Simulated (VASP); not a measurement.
# SnO2 (I4_1/amd) in VASP: a series of runs

The runs below take SnO2 through single point, with PBEsol+D3(BJ), PBEsol.

All numbers are computed with VASP 6.6.1; they aren't measurements. Logs are shortened: lines on timing, memory, paths and dates and some standing lists are left out, and cuts for length are marked.

## (1) The cell of the first run

The structure is tetragonal, space group I4_1/amd (No. 141). The conventional cell has a = 3.998 Å, b = 3.998 Å, c = 10.183 Å, α = 90.00°, β = 90.00°, γ = 90.00°. Within 2.7 Å of Sn (site symmetry -4m2) lie 6 O at 2.05 to 2.07 Å. O (site symmetry 2mm) has 3 Sn at 2.05 to 2.07 Å and 2 O at 2.56 Å within 2.7 Å.

## (2) Single point, PBEsol+D3(BJ)

File INCAR:

```
  PREC = Accurate
  ENCUT = 520
  EDIFF = 1E-6
  ISMEAR = -1
  SIGMA = 0.05
  LREAL = F
  LASPH = T
  NELM = 100
  ALGO = Normal
  ISIF = 2
  LWAVE = F
  LCHARG = T
  GGA = PS
  IVDW = 12
  LELF = T
  LVHAR = T
  NBANDS = 35
```

File KPOINTS:

```
Automatic mesh
0
Gamma
  9 9 9
```

File POSCAR:

```
SnO2
1.0
   -1.9989030270      1.9989030270      5.0917114653
    1.9989030270     -1.9989030270      5.0917114653
    1.9989030270      1.9989030270     -5.0917114653
Sn O
2 4
Direct
    0.0000000000      0.0000000000      0.0000000000
    0.7500000000      0.2500000000      0.5000000000
    0.5463091734      0.0463091734      0.5000000000
    0.2036908266      0.2036908266      0.0000000000
    0.9536908266      0.4536908266      0.5000000000
    0.7963091734      0.7963091734      0.0000000000
```

Potentials or basis: VASP PAW PBE potentials, release 64 (Sn_d, O).

Command:

```
> cat potpaw_PBE.64/Sn_d/POTCAR potpaw_PBE.64/O/POTCAR > POTCAR
> mpirun -np 1 vasp_std > vasp.out
```

OUTCAR:

```text
PREC = Accurate
   ENCUT = 520
   EDIFF = 1E-6
   ISMEAR = -1
   LREAL = F
   LASPH = T
   NELM = 100
   ISIF = 2
   GGA = PS
   IVDW = 12
 IVDW          = 12

 ion  position               nearest neighbor table
   1  0.000  0.000  0.000-   3 2.05   5 2.05   3 2.05   5 2.05   4 2.07   6 2.07   2 3.24   2 3.24
                             2 3.24   2 3.24
   2  0.750  0.250  0.500-   6 2.05   4 2.05   6 2.05   4 2.05   3 2.07   5 2.07   1 3.24   1 3.24
                             1 3.24   1 3.24
   3  0.546  0.046  0.500-   1 2.05   1 2.05   2 2.07
   4  0.204  0.204  0.000-   2 2.05   2 2.05   1 2.07
   5  0.954  0.454  0.500-   1 2.05   1 2.05   2 2.07
   6  0.796  0.796  0.000-   2 2.05   2 2.05   1 2.07

  LATTYP: Found a body centered tetragonal cell.
 ALAT       =     3.9978060540
 C/A-ratio  =     2.5472528665

  Lattice vectors:

 A1 = (  -1.9989030270,   1.9989030270,   5.0917114653)
 A2 = (   1.9989030270,  -1.9989030270,   5.0917114653)
 A3 = (   1.9989030270,   1.9989030270,  -5.0917114653)

Analysis of symmetry for initial positions (statically):
=====================================================================
 Subroutine PRICEL returns:
 Original cell was already a primitive cell.

 Routine SETGRP: Setting up the symmetry group for a
 body centered tetragonal supercell.

 Subroutine GETGRP returns: Found 16 space group operations
 (whereof  8 operations were pure point group operations)
 out of a pool of 16 trial point group operations.

The static configuration has the point symmetry D_2d.
 The point group associated with its full space group is D_4h.

Analysis of symmetry for dynamics (positions and initial velocities):
=====================================================================
 Subroutine PRICEL returns:
 Original cell was already a primitive cell.

 Routine SETGRP: Setting up the symmetry group for a
 body centered tetragonal supercell.

 Subroutine GETGRP returns: Found 16 space group operations
 (whereof  8 operations were pure point group operations)
 out of a pool of 16 trial point group operations.

The dynamic configuration has the point symmetry D_2d.
 The point group associated with its full space group is D_4h.

 Subroutine INISYM returns: Found 16 space group operations
 (whereof  8 operations are pure point group operations),
 and found     1 'primitive' translations

----------------------------------------------------------------------------------------

                                     Primitive cell

  volume of cell :      81.3780

  direct lattice vectors                    reciprocal lattice vectors
    -1.998903027  1.998903027  5.091711465     0.000000000  0.250137197  0.098198809
     1.998903027 -1.998903027  5.091711465     0.250137197  0.000000000  0.098198809
     1.998903027  1.998903027 -5.091711465     0.250137197  0.250137197  0.000000000

  length of vectors
     5.823809086  5.823809086  5.823809086     0.268722205  0.268722205  0.353747416

  position of ions in fractional coordinates (direct lattice)
     0.000000000  0.000000000  0.000000000
     0.750000000  0.250000000  0.500000000
     0.546309173  0.046309173  0.500000000
     0.203690827  0.203690827  0.000000000
     0.953690827  0.453690827  0.500000000
     0.796309173  0.796309173  0.000000000

  ion indices of the primitive-cell ions
   primitive index   ion index
                 1           1
                 2           2
                 3           3
                 4           4
                 5           5
                 6           6

----------------------------------------------------------------------------------------

 KPOINTS: Automatic mesh

Automatic generation of k-mesh.
 Grid dimensions read from file:
 generate k-points for:    9    9    9

 Generating k-lattice:

  Cartesian coordinates                     Fractional coordinates (reciprocal lattice)
     0.000000000  0.027793022  0.010910979     0.111111111  0.000000000  0.000000000
     0.027793022  0.000000000  0.010910979     0.000000000  0.111111111  0.000000000
     0.027793022  0.027793022  0.000000000     0.000000000  0.000000000  0.111111111

  Length of vectors
     0.029858023  0.029858023  0.039305268

  Shift w.r.t. Gamma in fractional coordinates (k-lattice)
     0.000000000  0.000000000  0.000000000

 Subroutine IBZKPT returns following result:
 ===========================================

 Found     75 irreducible k-points:

 Following reciprocal coordinates:
            Coordinates               Weight
  0.000000  0.000000  0.000000      1.000000
  0.111111  0.000000 -0.000000      8.000000
  0.222222  0.000000 -0.000000      8.000000
  0.333333  0.000000 -0.000000      8.000000
  0.444444  0.000000 -0.000000      8.000000
  0.111111  0.111111 -0.000000      8.000000
[... 16 lines left out ...]
 -0.333333  0.333333  0.000000      4.000000
  0.444444  0.444444 -0.000000      8.000000
 [... further k-points ...]
   k-points           NKPTS =     75   k-points in BZ     NKDIM =     75   number of bands    NBANDS=     35
   number of dos      NEDOS =    301   number of ions     NIONS =      6
   total plane-waves  NPLWV = 110592
   dimension x,y,z NGX =    48 NGY =   48 NGZ =   48
   dimension x,y,z NGXF=    96 NGYF=   96 NGZF=   96
   ions per type =               2   4
   NGX,Y,Z   is equivalent  to a cutoff of  13.70, 13.70, 13.70 a.u.
   NGXF,Y,Z  is equivalent  to a cutoff of  27.40, 27.40, 27.40 a.u.
 SYSTEM =  unknown system
   PREC   = accura    normal or accurate (medium, high low for compatibility)
   ISTART =      0    job   : 0-new  1-cont  2-samecut
   ICHARG =      2    charge: 1-file 2-atom 10-const
   ISPIN  =      1    spin polarized calculation?
   LNONCOLLINEAR =      F non collinear calculations
   LSORBIT =      F    spin-orbit coupling
   LASPH  =      T    aspherical Exc in radial PAW
   ENCUT  =  520.0 eV  38.22 Ry    6.18 a.u.  10.83 10.83 10.83*2*pi/ulx,y,z
   NELM   =    100;   NELMIN=  2; NELMDL= -5     # of ELM steps
   EDIFF  = 0.1E-05   stopping-criterion for ELM
   LREAL  =      F    real-space projection
   EDIFFG = 0.1E-04   stopping-criterion for IOM
   NSW    =      0    number of steps for IOM
   IBRION =     -1    ionic relax: 0-MD 1-quasi-New 2-CG
   NFREE  =      0    steps in history (QN), initial steepest desc. (CG)
   ISIF   =      2    stress and relaxation
   ISYM   =      2    0-nonsym 1-usesym 2-fastsym
   POTIM  = 0.5000    time-step for ionic-motion
   TEBEG  =    0.0;   TEEND  =   0.0 temperature during run
   PSTRESS=    0.0 pullay stress
   NELECT =      52.0000    total number of electrons
   NUPDOWN=      -1.0000    fix difference up-down
   EMIN   =  10.00;   EMAX   =-10.00  energy-range for DOS
   EFERMI =   0.00;   METHOD = LEGACY
   ISMEAR =    -1;   SIGMA  =   0.05  broadening in eV -4-tet -1-fermi 0-gaus
   EFERMI_NEDOS =   21; number of points for ismear=-14 and -15
   IALGO  =     38    algorithm
   IMIX   =      4    mixing-type and parameters
     AMIX     =   0.40;   BMIX     =  1.00
     AMIX_MAG =   1.60;   BMIX_MAG =  1.00
  volume/ion in A,a.u.               =      13.56        91.53
  Fermi-wavevector in a.u.,A,eV,Ry     =   1.410068  2.664643 27.052370  1.988293
  Thomas-Fermi vector in A             =   2.532060
   LORBIT       =      0    0 simple, 1 ext, 2 COOP (PROOUT), +10 PAW based schemes
   GGA     = PS    functional components
   LHFCALC =     F    Hartree Fock is set to
   AEXX    =    0.0000 exact exchange contribution
   IVDW    =    12    specifies the selected vdW correction
   LEPSILON=     F    determine dielectric tensor
   LRPA    =     F    only Hartree local field effects (RPA)
 non-spin polarized calculation
  energy-cutoff  :      520.00
  volume of cell :       81.38
 maximum number of plane-waves:      2224
 NGX is ok and might be reduce to    48
   NGX = 21   NGY = 21   NGZ = 21

 number of electron      52.0000003 magnetization

 Free energy of the ion-electron system (eV)
  ---------------------------------------------------
  ext. energy  EPLUGINS =         0.00000000
  ---------------------------------------------------
  free energy    TOTEN  =       -39.21112395 eV

  energy without entropy =      -39.21112394  energy(sigma->0) =      -39.21112394

 E-fermi :   4.9287     XC(G=0): -10.5899

 val. band max:        3.9981765590   @ k =   0.4444   0.3333   0.1111
 cond. band min:       5.6416989697   @ k =   0.0000   0.0000   0.0000
 fundamental gap:      1.6435224107
 Fermi energy:         4.9287143471

 k-point     1 :       0.0000    0.0000    0.0000
  band No.  band energies     occupation
      1     -16.3407      2.00000
      2     -16.3127      2.00000
      3     -16.1682      2.00000
      4     -15.5930      2.00000
      5     -15.4788      2.00000
      6     -15.4788      2.00000
[... 27 lines left out ...]
     34      16.3362      0.00000
     35      16.3739      0.00000

 k-point     2 :       0.1111    0.0000   -0.0000
  band No.  band energies     occupation
      1     -16.3633      2.00000
      2     -16.2469      2.00000
      3     -16.1515      2.00000
      4     -15.5984      2.00000
      5     -15.4818      2.00000
      6     -15.4760      2.00000
[... 27 lines left out ...]
     34      15.8006      0.00000
     35      16.1164      0.00000

 k-point     3 :       0.2222    0.0000   -0.0000
  band No.  band energies     occupation
      1     -16.3670      2.00000
      2     -16.1752      2.00000
      3     -16.0645      2.00000
      4     -15.6124      2.00000
      5     -15.4892      2.00000
      6     -15.4691      2.00000
[... 27 lines left out ...]
     34      15.4060      0.00000
     35      15.6646      0.00000
[... 723 lines left out ...]
 k-point    23 :      -0.3333    0.3333    0.0000
  band No.  band energies     occupation
      1     -16.1580      2.00000
      2     -15.8866      2.00000
      3     -15.8350      2.00000
      4     -15.7563      2.00000
      5     -15.5137      2.00000
      6     -15.4125      2.00000
[... 27 lines left out ...]
     34      14.8430      0.00000
     35      15.9201      0.00000

 k-point    24 :       0.4444    0.4444   -0.0000
  band No.  band energies     occupation
      1     -16.0317      2.00000
      2     -16.0138      2.00000
      3     -15.6339      2.00000
      4     -15.6169      2.00000
      5     -15.4746      2.00000
      6     -15.4542      2.00000
[... 27 lines left out ...]
     34      15.4697      0.00000
     35      16.5535      0.00000

 [... further k-points ...]

------------------------ aborting loop because EDIFF is reached ----------------------------------------

 Edisp (eV)   -1.02672

 E8    (eV) :    -0.6501

  FORCE on cell =-STRESS in cart. coord.  units (eV):
  Direction    XX          YY          ZZ          XY          YZ          ZX
  --------------------------------------------------------------------------------------
  -------------------------------------------------------------------------------------
  Total       0.26195     0.26195     0.38698     0.00000     0.00000     0.00000
  in kB       5.15727     5.15727     7.61886     0.00000     0.00000     0.00000
  external pressure =        5.98 kB  Pullay stress =        0.00 kB

 VOLUME and BASIS-vectors are now :
 -----------------------------------------------------------------------------
  energy-cutoff  :      520.00
  volume of cell :       81.38
      direct lattice vectors                 reciprocal lattice vectors
    -1.998903027  1.998903027  5.091711465     0.000000000  0.250137197  0.098198809
     1.998903027 -1.998903027  5.091711465     0.250137197  0.000000000  0.098198809
     1.998903027  1.998903027 -5.091711465     0.250137197  0.250137197  0.000000000

 POSITION                                       TOTAL-FORCE (eV/Angst)
 -----------------------------------------------------------------------------------
      0.00000      0.00000      0.00000        -0.000000     -0.000000     -0.000000
     -0.00000      1.99890      2.54586        -0.000000     -0.000000     -0.000000
      0.00000      1.99890      0.47159         0.000000     -0.000000     -0.023729
      0.00000      0.00000      2.07427        -0.000000      0.000000      0.023729
      0.00000      1.99890      4.62013         0.000000     -0.000000      0.023729
      0.00000      0.00000      8.10915        -0.000000      0.000000     -0.023729
 -----------------------------------------------------------------------------------
    total drift:                               -0.000000     -0.000000      0.000000

  FREE ENERGIE OF THE ION-ELECTRON SYSTEM (eV)
  ---------------------------------------------------
  free  energy   TOTEN  =       -40.2378406653 eV

  energy  without entropy=      -40.2378406622  energy(sigma->0) =      -40.23784066
```

It took 12 min on 1 thread of Intel Xeon 8259CL, shared host; peak memory 0.43 GiB.

What came out:

* Free energy: -40.2378 eV
* Pressure: 0.6 GPa
* Largest force: 0.024 eV/Å
* Band gap on the k mesh: 1.64 eV (least direct gap 2.04 eV)
* Dispersion energy per atom: -0.171 eV

Forces on the atoms (eV/Å):
```
Sn   0.000  0.000  0.000
Sn   0.000  0.000  0.000
O    0.000  0.000 -0.024
O    0.000  0.000  0.024
O    0.000  0.000  0.024
O    0.000  0.000 -0.024
```

Caveat: the PAW data sets were made with another functional, which shifts forces and pressure a little; spin-orbit coupling is left out, which moves the levels of the heavy elements. A k mesh can miss the band edges.

## (3) Single point, PBEsol

This run uses another cell than the first one, of 13.74 Å³/atom.

File INCAR:

```
SYSTEM = SnO2
ALGO = Normal ; EDIFF = 1E-6
ENCUT = 520 ; GGA = PS
ISIF = 2 ; ISMEAR = -1
LASPH = .True. ; LCHARG = .False.
LREAL = .False. ; LWAVE = .False.
NBANDS = 35 ; NELM = 100
PREC = Accurate ; SIGMA = 0.05
```

File KPOINTS:

```
k-points
0
Gamma
  9 9 9
  0 0 0
```

File POSCAR:

```
SnO2
1.0
   -2.0057545079      2.0057545079      5.1241254973
    2.0057545079     -2.0057545079      5.1241254973
    2.0057545079      2.0057545079     -5.1241254973
Sn O
2 4
Direct
    0.0000000000      0.0000000000      0.0000000000
    0.7500000000      0.2500000000      0.5000000000
    0.5470810374      0.0470810374      0.5000000000
    0.2029189626      0.2029189626      0.0000000000
    0.9529189626      0.4529189626      0.5000000000
    0.7970810374      0.7970810374      0.0000000000
```

Potentials or basis: VASP PAW PBE potentials, release 64 (Sn_d, O).

Command:

```
> cat potpaw_PBE.64/Sn_d/POTCAR potpaw_PBE.64/O/POTCAR > POTCAR
> mpirun -np 1 vasp_std > vasp.out
```

Run time: 11 min. Hardware: 1 thread of Intel Xeon 8259CL, shared host; peak memory 0.43 GiB.

It converged, with:

```yaml
Free_energy: -39.2228 eV
Pressure: 0.6 GPa
Largest_force: 0.026 eV/Å
Band_gap_on_the_k_mesh: 1.53 eV (least direct gap 1.90 eV)
```

Forces in eV/Å, atoms in the order of the input:
```
Sn   0.000  0.000  0.000
Sn   0.000  0.000  0.000
O    0.000  0.000 -0.026
O    0.000  0.000  0.026
O    0.000  0.000  0.026
O    0.000  0.000 -0.026
```

Stress tensor (GPa, compression positive):
```
0.49 0.00 0.00
0.00 0.49 0.00
0.00 0.00 0.75
```

Levels at points of the mesh, in eV from the valence-band top:
```tsv
k point	band 23	band 24	band 25	band 26	band 27	band 28	band 29	band 30
(0.00, 0.00, 0.00)	-0.66	-0.66	-0.37	-0.37	1.53	5.50	9.22	9.71
```

Caveat: the PAW data sets were made with another functional, which shifts forces and pressure a little; spin-orbit coupling is left out, which moves the levels of the heavy elements.
